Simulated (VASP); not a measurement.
**C: single point with PBEsol**

The system is C.

```
CELL_PARAMETERS angstrom
0.00000 1.63475 1.84798
1.63475 0.00000 1.84798
1.63475 1.63475 0.00000
ATOMIC_POSITIONS crystal
C 0.50000 0.50000 0.50000
C 0.75000 0.75000 0.75000
```

This cell differs from its parent crystal: strain -0.080 along x and y, +0.040 along z.

```json
{
 "Program": "VASP 6.6.1",
 "Task": "single point",
 "Functional": "PBEsol",
 "Potentials or basis": "VASP PAW PBE potentials, release 64 (C)",
 "Cutoff": "520 eV",
 "k mesh": "12 × 12 × 12",
 "Occupations": "gaussian, width 0.05 eV",
 "Spin": "no spin polarisation"
}
```

```json
{
  "Pressure": "74.0 GPa",
  "Band gap on the k mesh": "2.66 eV, indirect (least direct gap 4.78 eV)"
}
```

Stress tensor (GPa, compression positive):
```
122.66   0.00   0.00
  0.00 122.66   0.00
  0.00   0.00 -23.40
```

Levels at points of the mesh, in eV from the valence-band top:
| k point | band 1 | band 2 | band 3 | band 4 | band 5 | band 6 | band 7 | band 8 | band 9 |
| --- | --- | --- | --- | --- | --- | --- | --- | --- | --- |
| (0.00, 0.00, 0.00) | -24.26 | -2.34 | 0.00 | 0.00 | 4.78 | 4.78 | 6.36 | 15.46 | 20.25 |
| (0.50, 0.00, 0.00) | -17.51 | -15.84 | -5.29 | -2.57 | 5.87 | 8.86 | 11.70 | 16.10 | 22.54 |
| (0.50, 0.50, 0.00) | -15.98 | -15.98 | -6.52 | -6.52 | 6.28 | 6.28 | 17.59 | 17.59 | 23.46 |
| (0.50, 0.00, 0.50) | -13.82 | -13.82 | -8.55 | -8.55 | 3.19 | 3.19 | 17.45 | 17.45 | 24.73 |

Wall time 9.3 s on 1 thread of Intel(R) Xeon(R) Platinum 8488C (Sapphire Rapids), on a shared host, peak memory 0.12 GiB.

Caveat: the cell differs from its parent crystal (strain -0.080 along x and y, +0.040 along z); the PAW data sets were made with another functional, which shifts forces and pressure a little. A k mesh can miss the band edges.
